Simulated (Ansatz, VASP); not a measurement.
**As in VASP and in Ansatz**

The input INCAR:

```
  PREC = Accurate
  ENCUT = 520
  EDIFF = 1E-7
  ISMEAR = -1
  SIGMA = 0.1
  LREAL = F
  LASPH = T
  NELM = 80
  ALGO = Normal
  ISIF = 2
  LWAVE = F
  LCHARG = F
  GGA = RE
  NBANDS = 18
```

Contents of KPOINTS:

```
Automatic mesh
0
Gamma
  14 14 4
```

POSCAR

```
As
1.0
    3.0288061825      0.0000000000      0.0000000000
   -1.5144030912      2.6230230972      0.0000000000
    0.0000000000      0.0000000000     10.2508270208
As
4
Direct
    0.0000000000      0.0000000000      0.0000000000
    0.0000000000      0.0000000000      0.5000000000
    0.3333333333      0.6666666667      0.2500000000
    0.6666666667      0.3333333333      0.7500000000
```

Input for Ansatz:

```yaml
crystal:
  lattice:
    - [3.0288061825, 0.0, 0.0]
    - [-1.5144030912, 2.6230230972, 0.0]
    - [0.0, 0.0, 10.2508270208]
  atoms:
    - { symbol: As, position: [0.0, 0.0, 0.0] }
    - { symbol: As, position: [0.0, 0.0, 0.5] }
    - { symbol: As, position: [0.3333333333, 0.6666666667, 0.25] }
    - { symbol: As, position: [0.6666666667, 0.3333333333, 0.75] }
hamiltonian:
  xc: revpbe
  pseudopotentials:
    kind: paw
    azcp:
      As: "pseudopotentials/As.paw.azcp"
basis:
  ecutwfc: 420
  fft_grid_basis: typed
kpoints:
  mp_grid: { grid: [14, 14, 4], shift: [0, 0, 0] }
magnetization:
  spin_polarized: false
scf:
  occupations: { method: fermi_dirac, width: 0.1 }
  lower_state_search: "off"
output:
  stress: true
  write_density: true
  write_potential: true
  elf: true
  volumetric_format: npy
```

Alike in both runs: task single point; functional revPBE; k mesh 14 × 14 × 4; occupations fermi-dirac, width 0.1 eV; no spin polarisation.

|  | VASP | Ansatz |
| --- | --- | --- |
| version | VASP 6.6.1 | Ansatz 0.2.0 |
| potentials or method | VASP PAW PBE potentials, release 64 (As), cutoff 520 eV | plane waves (420 eV) with PAW, scalar-relativistic |
| valence electrons in the cell | 20 | 60 |

|  | VASP | Ansatz | Ansatz less VASP |
| --- | --- | --- | --- |
| pressure (GPa) | -2.8 | -2.8 | +0.01 |
| traceless stress, the component that is largest in VASP (GPa) | 0.57 | 0.58 | +0.003 |

VASP's potentials were made for PBE, not for revPBE. VASP's potentials hold 20 valence electrons a cell and Ansatz's 60, so a difference there can come from the potentials and not from the codes.
